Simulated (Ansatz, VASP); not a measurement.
**Zn in VASP and in Ansatz**

```
CELL_PARAMETERS angstrom
0.00000 1.96440 1.96440
1.96440 0.00000 1.96440
1.96440 1.96440 0.00000
ATOMIC_POSITIONS crystal
Zn 0.00000 0.00000 0.00000
```

Alike in both runs: functional PBE; k mesh 18 × 18 × 18; occupations gaussian, width 0.1 eV; no spin polarisation.

Ansatz relaxed the structure, and its values are those at the end. VASP's run is a single point on that final structure, the one shown.

|  | VASP | Ansatz |
| --- | --- | --- |
| version | VASP 6.6.1 | Ansatz 0.2.0 |
| potentials or method | VASP PAW PBE potentials, release 64 (Zn), cutoff 520 eV | scalar-relativistic, plane waves, PAW |
| valence electrons in the cell | 12 | 12 |

|  | VASP | Ansatz | Ansatz less VASP |
| --- | --- | --- | --- |
| gap on the k mesh at the Fermi level (eV) | none | none | - |
| pressure (GPa) | 0.3 | 0.0 | -0.32 |

A gap of «none» marks a metal or a gap that the smearing closes.
